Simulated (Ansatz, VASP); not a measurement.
## BaAl2B4 in VASP and in Ansatz

```
Ba Al B
1.0
     3.95584    0.00000    0.00000
    -1.97792    3.42585    0.00000
     0.00000    0.00000    7.04783
Ba Al B
1 2 4
Cartesian
  0.0000 0.0000 0.0000
  0.0000 0.0000 4.6095
  0.0000 0.0000 2.4383
  0.0000 2.2839 6.5342
  1.9779 1.1420 6.5342
  1.9779 1.1420 0.5136
  0.0000 2.2839 0.5136
```

Alike in both runs: task single point; functional PBE; k mesh 6 × 6 × 4; occupations gaussian, width 0.1 eV; no spin polarisation.

```csv
,VASP,Ansatz
version,VASP 6.6.1,Ansatz 0.2.0
potentials or method,"VASP PAW PBE potentials, release 64 (Ba_sv, Al, B), cutoff 520 eV","scalar-relativistic, plane waves, PAW"
valence electrons in the cell,28,28
```

|  | VASP | Ansatz | Ansatz less VASP |
| --- | --- | --- | --- |
| gap on the k mesh at the Fermi level (eV) | none | none | - |
| rms of the force components (eV/Å) | 25.298 | 23.906 | -1.3922 |

Atom by atom the forces differ by 1.394 eV/Å (rms over components). A gap of «none» marks a metal or a gap that the smearing closes.

Neither program's run includes spin-orbit coupling.
